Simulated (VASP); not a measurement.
Input of a VASP 6.6.1 run:

INCAR

```
  PREC = Accurate
  ENCUT = 500
  EDIFF = 1E-7
  ISMEAR = 1
  SIGMA = 0.05
  LREAL = F
  LASPH = T
  NELM = 120
  ALGO = Normal
  ISIF = 3
  LWAVE = F
  LCHARG = F
  IBRION = 2
  NSW = 60
  EDIFFG = -0.01
  GGA_COMPAT = F
  NELMIN = 4
```

File KPOINTS:

```
Automatic mesh
0
Gamma
  10 10 8
```

The input POSCAR:

```
TiB2
1.0
    2.9700000000      0.0000000000      0.0000000000
   -1.4850000000      2.5720954492      0.0000000000
    0.0000000000      0.0000000000      3.2670000000
Ti B
1 2
Direct
    0.0000000000      0.0000000000      0.0000000000
    0.3333333333      0.6666666667      0.5000000000
    0.6666666667      0.3333333333      0.5000000000
```

Potentials or basis: VASP PAW LDA potentials, release 64 (Ti_sv, B).

Launch:

```sh
$ cat potpaw_LDA.64/Ti_sv/POTCAR potpaw_LDA.64/B/POTCAR > POTCAR
$ mpirun -np 1 vasp_std > vasp.out
```

(1) Predict the space group after relaxing (to 0.05 Å).

(2) Predict the relaxed cell.

(3) Predict the relaxed volume.

## Answers

(1) P6/mmm (No. 191).

(2) a = 2.994 Å, b = 2.994 Å, c = 3.169 Å, α = 90.00°, β = 90.00°, γ = 120.00°.

(3) 8.20 Å³/atom.
